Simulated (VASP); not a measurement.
# SnSe (CsCl type) (Pm-3m) in VASP: a series of runs

The runs below take SnSe (CsCl type) through single point, with PBE.

Program: VASP 6.6.1. These are calculated values, not measurements. Logs are shortened: lines on timing, memory, paths and dates and some standing lists are left out, and cuts for length are marked.

## Step 1: The cell of the first run

It takes space group Pm-3m (No. 221, cubic). Conventional cell: a = 3.527 Å, b = 3.527 Å, c = 3.527 Å, α = 90.00°, β = 90.00°, γ = 90.00°. Within 4.0 Å of Sn (site symmetry m-3m) lie 8 Se at 3.05 Å and 6 Sn at 3.53 Å. Se (site symmetry m-3m) has 8 Sn at 3.05 Å and 6 Se at 3.53 Å within 4.0 Å.

## Step 2: Single point, PBE (21.94 Å³/atom)

Input file INCAR:

```
PREC     = Accurate       # precision mode
ENCUT    = 520            # plane-wave cutoff, eV
EDIFF    = 1E-7           # SCF threshold, eV
ISMEAR   = -1             # smearing method
SIGMA    = 0.08           # smearing width, eV
LREAL    = F              # projectors in reciprocal space
LASPH    = T              # aspherical terms in the spheres
NELM     = 100            # most SCF steps
ALGO     = Normal         # electronic algorithm
ISIF     = 2              # what is computed and relaxed
LWAVE    = F              # write WAVECAR
LCHARG   = F              # write CHGCAR
GGA      = PE             # functional
NBANDS   = 17             # bands
```

Input file KPOINTS:

```
regular mesh
0
Gamma
  14 14 14
```

Input file POSCAR:

```
SnSe
1.0
    3.5269609668      0.0000000000      0.0000000000
    0.0000000000      3.5269609668      0.0000000000
    0.0000000000      0.0000000000      3.5269609668
Sn Se
1 1
Direct
    0.0000000000      0.0000000000      0.0000000000
    0.5000000000      0.5000000000      0.5000000000
```

Potentials or basis: VASP PAW PBE potentials, release 64 (Sn_d, Se).

Command:

```bash
cat potpaw_PBE.64/Sn_d/POTCAR potpaw_PBE.64/Se/POTCAR > POTCAR
mpirun -np 1 vasp_std > vasp.out
```

OUTCAR:

```text
PREC = Accurate
   ENCUT = 520
   EDIFF = 1E-7
   ISMEAR = -1
   LREAL = F
   LASPH = T
   NELM = 100
   ISIF = 2
   GGA = PE

 ion  position               nearest neighbor table
   1  0.000  0.000  0.000-   2 3.05   2 3.05   2 3.05   2 3.05   2 3.05   2 3.05   2 3.05   2 3.05

   2  0.500  0.500  0.500-   1 3.05   1 3.05   1 3.05   1 3.05   1 3.05   1 3.05   1 3.05   1 3.05

  LATTYP: Found a simple cubic cell.
 ALAT       =     3.5269609668

  Lattice vectors:

 A1 = (   3.5269609668,   0.0000000000,   0.0000000000)
 A2 = (   0.0000000000,   3.5269609668,   0.0000000000)
 A3 = (   0.0000000000,   0.0000000000,   3.5269609668)

Analysis of symmetry for initial positions (statically):
=====================================================================
 Subroutine PRICEL returns:
 Original cell was already a primitive cell.

 Routine SETGRP: Setting up the symmetry group for a
 simple cubic supercell.

 Subroutine GETGRP returns: Found 48 space group operations
 (whereof 48 operations were pure point group operations)
 out of a pool of 48 trial point group operations.

The static configuration has the point symmetry O_h .

Analysis of symmetry for dynamics (positions and initial velocities):
=====================================================================
 Subroutine PRICEL returns:
 Original cell was already a primitive cell.

 Routine SETGRP: Setting up the symmetry group for a
 simple cubic supercell.

 Subroutine GETGRP returns: Found 48 space group operations
 (whereof 48 operations were pure point group operations)
 out of a pool of 48 trial point group operations.

The dynamic configuration has the point symmetry O_h .

 Subroutine INISYM returns: Found 48 space group operations
 (whereof 48 operations are pure point group operations),
 and found     1 'primitive' translations

----------------------------------------------------------------------------------------

                                     Primitive cell

  volume of cell :      43.8735

  direct lattice vectors                    reciprocal lattice vectors
     3.526960967  0.000000000  0.000000000     0.283530215  0.000000000  0.000000000
     0.000000000  3.526960967  0.000000000     0.000000000  0.283530215  0.000000000
     0.000000000  0.000000000  3.526960967     0.000000000  0.000000000  0.283530215

  length of vectors
     3.526960967  3.526960967  3.526960967     0.283530215  0.283530215  0.283530215

  position of ions in fractional coordinates (direct lattice)
     0.000000000  0.000000000  0.000000000
[... 77 lines left out ...]
   NELM   =    100;   NELMIN=  2; NELMDL= -5     # of ELM steps
   EDIFF  = 0.1E-06   stopping-criterion for ELM
   LREAL  =      F    real-space projection
   EDIFFG = 0.1E-05   stopping-criterion for IOM
   NSW    =      0    number of steps for IOM
   IBRION =     -1    ionic relax: 0-MD 1-quasi-New 2-CG
   NFREE  =      0    steps in history (QN), initial steepest desc. (CG)
   ISIF   =      2    stress and relaxation
   ISYM   =      2    0-nonsym 1-usesym 2-fastsym
   POTIM  = 0.5000    time-step for ionic-motion
   TEBEG  =    0.0;   TEEND  =   0.0 temperature during run
   PSTRESS=    0.0 pullay stress
   NELECT =      20.0000    total number of electrons
   NUPDOWN=      -1.0000    fix difference up-down
   EMIN   =  10.00;   EMAX   =-10.00  energy-range for DOS
   EFERMI =   0.00;   METHOD = LEGACY
   ISMEAR =    -1;   SIGMA  =   0.08  broadening in eV -4-tet -1-fermi 0-gaus
   EFERMI_NEDOS =   21; number of points for ismear=-14 and -15
   IALGO  =     38    algorithm
   IMIX   =      4    mixing-type and parameters
     AMIX     =   0.40;   BMIX     =  1.00
     AMIX_MAG =   1.60;   BMIX_MAG =  1.00
  volume/ion in A,a.u.               =      21.94       148.04
  Fermi-wavevector in a.u.,A,eV,Ry     =   1.259943  2.380947 21.598650  1.587456
  Thomas-Fermi vector in A             =   2.393477
   LORBIT       =      0    0 simple, 1 ext, 2 COOP (PROOUT), +10 PAW based schemes
   GGA     = PE    functional components
   LHFCALC =     F    Hartree Fock is set to
   AEXX    =    0.0000 exact exchange contribution
   IVDW    =     0    specifies the selected vdW correction
   LEPSILON=     F    determine dielectric tensor
   LRPA    =     F    only Hartree local field effects (RPA)
 non-spin polarized calculation
  energy-cutoff  :      520.00
  volume of cell :       43.87
 maximum number of plane-waves:      1213
 NGX is ok and might be reduce to    28
   NGX = 13   NGY = 13   NGZ = 13

 number of electron      20.0000009 magnetization

 Free energy of the ion-electron system (eV)
  ---------------------------------------------------
  ext. energy  EPLUGINS =         0.00000000
  ---------------------------------------------------
  free energy    TOTEN  =        -7.58779061 eV

  energy without entropy =       -7.56668166  energy(sigma->0) =       -7.57723613

 E-fermi :   7.8571     XC(G=0): -10.7859

 val. band max:        7.8412812553   @ k =   0.2143   0.2143   0.0000
 cond. band min:       7.8628212237   @ k =   0.3571   0.1429   0.0000
 fundamental gap:      0.0215399684
 Fermi energy:         7.8570517209

 k-point     1 :       0.0000    0.0000    0.0000
  band No.  band energies     occupation
      1     -13.8345      2.00000
      2     -13.8345      2.00000
      3     -13.7244      2.00000
      4     -13.7244      2.00000
      5     -13.7244      2.00000
      6      -6.8817      2.00000
[... 457 lines left out ...]
      4     -13.7446      2.00000
      5     -13.7336      2.00000
      6      -5.5788      2.00000
[... 9 lines left out ...]
     16      17.9388      0.00000
     17      19.1368      0.00000

 [... further k-points ...]

------------------------ aborting loop because EDIFF is reached ----------------------------------------

  FORCE on cell =-STRESS in cart. coord.  units (eV):
  Direction    XX          YY          ZZ          XY          YZ          ZX
  --------------------------------------------------------------------------------------
  -------------------------------------------------------------------------------------
  Total        2.1994116      2.1994116      2.1994116      0.0000000     -0.0000000      0.0000000
  in kB       80.3184155     80.3184155     80.3184155      0.0000000     -0.0000000      0.0000000
  external PRESSURE =      80.3184155 kB  Pullay stress =       0.0000000 kB

 VOLUME and BASIS-vectors are now :
 -----------------------------------------------------------------------------
  energy-cutoff  :      520.00
  volume of cell :       43.87
      direct lattice vectors                 reciprocal lattice vectors
     3.526960967  0.000000000  0.000000000     0.283530215  0.000000000  0.000000000
     0.000000000  3.526960967  0.000000000     0.000000000  0.283530215  0.000000000
     0.000000000  0.000000000  3.526960967     0.000000000  0.000000000  0.283530215

 POSITION                                       TOTAL-FORCE (eV/Angst)
 -----------------------------------------------------------------------------------
      0.00000      0.00000      0.00000         0.000000      0.000000      0.000000
      1.76348      1.76348      1.76348         0.000000      0.000000      0.000000
 -----------------------------------------------------------------------------------
    total drift:                               -0.000000      0.000000     -0.000000

  FREE ENERGIE OF THE ION-ELECTRON SYSTEM (eV)
  ---------------------------------------------------
  free  energy   TOTEN  =        -7.5877906085 eV

  energy  without entropy=       -7.5666816565  energy(sigma->0) =       -7.57723613
```

It took 31 s on 1 thread of AMD EPYC 9R45 (Zen 5), shared host; peak memory 0.19 GiB.

What came out:

- Free energy: -7.5878 eV
- Pressure: 8.0 GPa
- Band gap on the k mesh: zero (bands 10 and 11 overlap by 2.02 eV)

Caveat: the cell stands under pressure; spin-orbit coupling is left out, which moves the levels of the heavy elements.

## Step 3: Single point, PBE (21.94 Å³/atom)

Input file INCAR:

```
SYSTEM = SnSe
PREC = Accurate
ENCUT = 520
EDIFF = 1E-6
ISMEAR = -1
SIGMA = 0.08
LREAL = .False.
LASPH = .True.
NELM = 100
ALGO = Normal
ISIF = 2
LWAVE = .False.
LCHARG = .False.
GGA = PE
NBANDS = 17
```

Input file KPOINTS:

```
regular mesh
0
Gamma
  14 14 14
  0 0 0
```

POSCAR is that of step 2.

Potentials or basis: VASP PAW PBE potentials, release 64 (Sn_d, Se).

Command:

```bash
cat potpaw_PBE.64/Sn_d/POTCAR potpaw_PBE.64/Se/POTCAR > POTCAR
mpirun -np 1 vasp_std > vasp.out
```

Wall time 31 s (1 thread of AMD EPYC 9R45 (Zen 5), shared host); peak memory 0.19 GiB.

The run converged. Its results:

- Free energy: -7.5878 eV
- Pressure: 8.0 GPa
- Band gap on the k mesh: zero (bands 10 and 11 overlap by 2.02 eV)

Levels at points of the mesh, in eV from the Fermi level:
```
           k point  band 6  band 7  band 8  band 9  band 10  band 11  band 12  band 13  band 14  band 15
(0.00, 0.00, 0.00)  -14.74   -5.50   -2.34   -2.34    -2.34     4.02     4.02     6.89     6.89     6.89
(0.50, 0.00, 0.00)  -13.45   -9.19   -0.84   -0.84    -0.05     0.78     3.18     3.18     5.98     7.52
(0.50, 0.50, 0.00)  -12.50   -6.31   -5.93   -5.93    -0.36     4.45     4.45     5.27     6.57     8.61
(0.50, 0.50, 0.50)  -11.99   -4.26   -3.67   -3.67    -3.67    -1.59    -1.59    -1.59    15.27    15.27
```

Caveat: the cell stands under pressure; spin-orbit coupling is left out, which moves the levels of the heavy elements.

## Step 4: Single point, PBE (23.43 Å³/atom)

This run uses another cell than the first one, of 23.43 Å³/atom.

Input file INCAR:

```
SYSTEM = SnSe
ALGO = Normal
EDIFF = 1E-7
ENCUT = 520
GGA = PE
ISIF = 2
ISMEAR = -1
LASPH = .TRUE.
LCHARG = .FALSE.
LREAL = .FALSE.
LWAVE = .FALSE.
NBANDS = 17
NELM = 60
PREC = Accurate
SIGMA = 0.08
```

Input file KPOINTS:

```
k-points
0
G
  14 14 14
  0 0 0
```

Input file POSCAR:

```
SnSe
1.0
    3.6053634122      0.0000000000      0.0000000000
    0.0000000000      3.6053634122      0.0000000000
    0.0000000000      0.0000000000      3.6053634122
Sn Se
1 1
Direct
    0.0000000000      0.0000000000      0.0000000000
    0.5000000000      0.5000000000      0.5000000000
```

Potentials or basis: VASP PAW PBE potentials, release 64 (Sn_d, Se).

Command:

```bash
cat potpaw_PBE.64/Sn_d/POTCAR potpaw_PBE.64/Se/POTCAR > POTCAR
mpirun -np 1 vasp_std > vasp.out
```

OUTCAR:

```text
SYSTEM = SnSe
   EDIFF = 1E-7
   ENCUT = 520
   GGA = PE
   ISIF = 2
   ISMEAR = -1
   LASPH = .TRUE.
   LREAL = .FALSE.
   NELM = 60
   PREC = Accurate

 ion  position               nearest neighbor table
   1  0.000  0.000  0.000-   2 3.12   2 3.12   2 3.12   2 3.12   2 3.12   2 3.12   2 3.12   2 3.12

   2  0.500  0.500  0.500-   1 3.12   1 3.12   1 3.12   1 3.12   1 3.12   1 3.12   1 3.12   1 3.12

  LATTYP: Found a simple cubic cell.
 ALAT       =     3.6053634122

  Lattice vectors:

[... 667 lines left out ...]
------------------------ aborting loop because EDIFF is reached ----------------------------------------

  FORCE on cell =-STRESS in cart. coord.  units (eV):
  Direction    XX          YY          ZZ          XY          YZ          ZX
  --------------------------------------------------------------------------------------
  -------------------------------------------------------------------------------------
  Total        0.9880373      0.9880373      0.9880373      0.0000000     -0.0000000      0.0000000
  in kB       33.7782223     33.7782223     33.7782223      0.0000000     -0.0000000      0.0000000
  external PRESSURE =      33.7782223 kB  Pullay stress =       0.0000000 kB

 VOLUME and BASIS-vectors are now :
 -----------------------------------------------------------------------------
  energy-cutoff  :      520.00
  volume of cell :       46.86
      direct lattice vectors                 reciprocal lattice vectors
     3.605363412  0.000000000  0.000000000     0.277364550  0.000000000  0.000000000
     0.000000000  3.605363412  0.000000000     0.000000000  0.277364550  0.000000000
     0.000000000  0.000000000  3.605363412     0.000000000  0.000000000  0.277364550

 POSITION                                       TOTAL-FORCE (eV/Angst)
 -----------------------------------------------------------------------------------
      0.00000      0.00000      0.00000         0.000000      0.000000      0.000000
      1.80268      1.80268      1.80268         0.000000      0.000000      0.000000
 -----------------------------------------------------------------------------------
    total drift:                               -0.000000      0.000000     -0.000000

  FREE ENERGIE OF THE ION-ELECTRON SYSTEM (eV)
  ---------------------------------------------------
  free  energy   TOTEN  =        -7.6926544506 eV

  energy  without entropy=       -7.6703548689  energy(sigma->0) =       -7.68150466
```

OSZICAR:

```text
N       E                     dE             d eps       ncg     rms          rms(c)
DAV:   1     0.133549877928E+03    0.13355E+03   -0.98213E+03  4143   0.151E+03
DAV:   2     0.412027736494E+01   -0.12943E+03   -0.12530E+03  4353   0.359E+02
DAV:   3    -0.762009980022E+01   -0.11740E+02   -0.11533E+02  5061   0.921E+01
DAV:   4    -0.791027033599E+01   -0.29017E+00   -0.28918E+00  4867   0.150E+01
DAV:   5    -0.791770989334E+01   -0.74396E-02   -0.74391E-02  5617   0.237E+00    0.315E+00
DAV:   6    -0.769723418524E+01    0.22048E+00   -0.49799E-01  6040   0.471E+00    0.185E+00
DAV:   7    -0.769381646943E+01    0.34177E-02   -0.53733E-02  4672   0.117E+00    0.975E-01
DAV:   8    -0.769280430122E+01    0.10122E-02   -0.59419E-03  4701   0.649E-01    0.916E-02
DAV:   9    -0.769263523276E+01    0.16907E-03   -0.86973E-04  5444   0.226E-01    0.396E-02
DAV:  10    -0.769265315835E+01   -0.17926E-04   -0.80653E-05  4495   0.588E-02    0.774E-03
DAV:  11    -0.769265439334E+01   -0.12350E-05   -0.39754E-06  5448   0.147E-02    0.172E-03
DAV:  12    -0.769265451989E+01   -0.12654E-06   -0.28872E-07  4461   0.672E-03    0.550E-04
DAV:  13    -0.769265445058E+01    0.69303E-07   -0.13787E-08  2480   0.980E-04
   1 F= -.76926545E+01 E0= -.76815047E+01  d E =-.222996E-01
```

Wall time 34 s (1 thread of AMD EPYC 9R45 (Zen 5), shared host); peak memory 0.2 GiB.

What came out:

```yaml
Free_energy: -7.6927 eV
Pressure: 3.4 GPa
Band_gap_on_the_k_mesh: zero (bands 10 and 11 overlap by 1.65 eV)
```

Caveat: the cell stands under pressure; spin-orbit coupling is left out, which moves the levels of the heavy elements.

## Step 5: Single point, PBE

This run uses another cell than the first one, of 24.93 Å³/atom.

Input file INCAR:

```
SYSTEM = SnSe
PREC     = Accurate       ! precision mode
ENCUT    = 520            ! plane-wave cutoff, eV
EDIFF    = 1E-7           ! SCF threshold, eV
ISMEAR   = -1             ! smearing method
SIGMA    = 0.08           ! smearing width, eV
LREAL    = .False.        ! projectors in reciprocal space
LASPH    = .True.         ! aspherical terms in the spheres
NELM     = 60             ! most SCF steps
ALGO     = Normal         ! electronic algorithm
ISIF     = 2              ! what is computed and relaxed
LWAVE    = .False.        ! write WAVECAR
LCHARG   = .False.        ! write CHGCAR
GGA      = PE             ! functional
NBANDS   = 17             ! bands
```

Input file KPOINTS:

```
Automatic mesh
0
Gamma
  14 14 14
  0 0 0
```

Input file POSCAR:

```
SnSe
1.0
    3.6804966712      0.0000000000      0.0000000000
    0.0000000000      3.6804966712      0.0000000000
    0.0000000000      0.0000000000      3.6804966712
Sn Se
1 1
Direct
    0.0000000000      0.0000000000      0.0000000000
    0.5000000000      0.5000000000      0.5000000000
```

Potentials or basis: VASP PAW PBE potentials, release 64 (Sn_d, Se).

Command:

```bash
cat potpaw_PBE.64/Sn_d/POTCAR potpaw_PBE.64/Se/POTCAR > POTCAR
mpirun -np 1 vasp_std > vasp.out
```

OUTCAR:

```text
SYSTEM = SnSe
   PREC = Accurate
   ENCUT = 520
   EDIFF = 1E-7
   ISMEAR = -1
   LREAL = .False.
   LASPH = .True.
   NELM = 60
   ISIF = 2
   GGA = PE

 ion  position               nearest neighbor table
   1  0.000  0.000  0.000-   2 3.19   2 3.19   2 3.19   2 3.19   2 3.19   2 3.19   2 3.19   2 3.19

   2  0.500  0.500  0.500-   1 3.19   1 3.19   1 3.19   1 3.19   1 3.19   1 3.19   1 3.19   1 3.19

  LATTYP: Found a simple cubic cell.
 ALAT       =     3.6804966712

[... 668 lines left out ...]

------------------------ aborting loop because EDIFF is reached ----------------------------------------

  FORCE on cell =-STRESS in cart. coord.  units (eV):
  Direction    XX          YY          ZZ          XY          YZ          ZX
  --------------------------------------------------------------------------------------
  -------------------------------------------------------------------------------------
  Total       -0.0046375     -0.0046375     -0.0046375     -0.0000000      0.0000000     -0.0000000
  in kB       -0.1490316     -0.1490316     -0.1490316     -0.0000000      0.0000000     -0.0000000
  external PRESSURE =      -0.1490316 kB  Pullay stress =       0.0000000 kB

 VOLUME and BASIS-vectors are now :
 -----------------------------------------------------------------------------
  energy-cutoff  :      520.00
  volume of cell :       49.86
      direct lattice vectors                 reciprocal lattice vectors
     3.680496671  0.000000000  0.000000000     0.271702460  0.000000000  0.000000000
     0.000000000  3.680496671  0.000000000     0.000000000  0.271702460  0.000000000
     0.000000000  0.000000000  3.680496671     0.000000000  0.000000000  0.271702460

 POSITION                                       TOTAL-FORCE (eV/Angst)
 -----------------------------------------------------------------------------------
      0.00000      0.00000      0.00000         0.000000      0.000000      0.000000
      1.84025      1.84025      1.84025         0.000000      0.000000      0.000000
 -----------------------------------------------------------------------------------
    total drift:                               -0.000000      0.000000      0.000000

  FREE ENERGIE OF THE ION-ELECTRON SYSTEM (eV)
  ---------------------------------------------------
  free  energy   TOTEN  =        -7.7232773880 eV

  energy  without entropy=       -7.7023227110  energy(sigma->0) =       -7.71280005
```

It took 34 s on 1 thread of AMD EPYC 9R45 (Zen 5), shared host; peak memory 0.2 GiB.

What came out:

```
Free energy            : -7.7233 eV
Pressure               : 0.0 GPa
Band gap on the k mesh : zero (bands 10 and 11 overlap by 1.34 eV)
```

Levels at points of the mesh, in eV from the Fermi level:
```
           k point  band 7  band 8  band 9  band 10  band 11  band 12  band 13  band 14
(0.00, 0.00, 0.00)   -5.78   -1.88   -1.88    -1.88     4.38     4.38     6.00     6.00
(0.50, 0.00, 0.00)   -8.35   -0.62   -0.62    -0.12     0.37     3.07     3.07     6.38
(0.50, 0.50, 0.00)   -6.10   -4.98   -4.98    -0.20     4.05     4.05     4.70     6.43
(0.50, 0.50, 0.50)   -4.54   -3.00   -3.00    -3.00    -1.09    -1.09    -1.09    13.90
```

Caveat: spin-orbit coupling is left out, which moves the levels of the heavy elements.

## Step 6: Overview

| cell | gap on the mesh (eV) | pressure (GPa) |
| --- | --- | --- |
| a = 3.527 Å, 2 atoms | none | 8.0 |
| a = 3.605 Å, 2 atoms | none | 3.4 |
| a = 3.680 Å, 2 atoms | none | 0.0 |

Alike in all rows: task single point; level PBE; potentials or basis VASP PAW PBE potentials, release 64 (Sn_d, Se); no spin polarisation; k mesh 14 × 14 × 14; cutoff (eV) 520; smearing fermi-dirac 0.08 eV.

Caveats: spin-orbit coupling is left out, which moves the levels of the heavy elements; the cell stands under pressure (at least some runs).

Absolute energies hang on the potentials; compare differences alone.
